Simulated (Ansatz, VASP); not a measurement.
**Pb in VASP and in Ansatz**

```xyz
1
Lattice="-1.8807 1.8807 1.8807 1.8807 -1.8807 1.8807 1.8807 1.8807 -1.8807" Properties=species:S:1:pos:R:3 pbc="T T T"
Pb    0.0000    0.0000    0.0000
```

Change from the starting cell: strain -0.050 along x and y, -0.050 along z, atoms carried along.

Alike in both runs: task single point; functional PBEsol; k mesh 18 × 18 × 18; occupations gaussian, width 0.15 eV; no spin polarisation.

```csv
,VASP,Ansatz
version,VASP 6.6.1,Ansatz 0.2.0
potentials or method,"VASP PAW PBE potentials, release 64 (Pb_d), cutoff 520 eV","scalar-relativistic, plane waves, PAW"
valence electrons in the cell,14,14
```

|  | VASP | Ansatz | Ansatz less VASP |
| --- | --- | --- | --- |
| gap on the k mesh at the Fermi level (eV) | none | none | - |
| pressure (GPa) | 7.1 | 7.2 | +0.08 |

VASP's potentials were made for PBE, not for PBEsol. A gap of «none» marks a metal or a gap that the smearing closes. With one functional, cell and mesh, what is left measures potentials, basis and numerics.

Neither program's run includes spin-orbit coupling.
